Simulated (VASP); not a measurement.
Cs, 1 atom in the cell. The structure is cubic, space group Im-3m (No. 229). The conventional cell has a = 6.215 Å, b = 6.215 Å, c = 6.215 Å, α = 90.00°, β = 90.00°, γ = 90.00°. 

| Property | Result |
| --- | --- |
| Program | VASP 6.6.1 |
| Task | single point |
| Functional | PBEsol |
| Potentials or basis | VASP PAW PBE potentials, release 64 (Cs_sv) |
| Cutoff | 520 eV |
| k mesh | 6 × 6 × 6 |
| Occupations | fermi-dirac, width 0.05 eV |
| Spin | no spin polarisation |
| Dipole correction | no |
| Further INCAR settings | ALGO = Normal; EDIFF = 1e-06; NBANDS = 10 |

Potentials or basis: VASP PAW PBE potentials, release 64 (Cs_sv).

Launch:

```bash
$ cat potpaw_PBE.64/Cs_sv/POTCAR > POTCAR
$ mpirun -np 1 vasp_std > vasp.out
```

Hardware: 1 thread of AMD EPYC 7R43 64-Core Processor (Zen 3) (shared host).

Task: Estimate the wall time of this run.

Result: Run time: 13 s on 1 thread of AMD EPYC 7R43 64-Core Processor (Zen 3), with other jobs on the host, peak memory 0.19 GiB. Counts: scf iterations 10, k points 16.
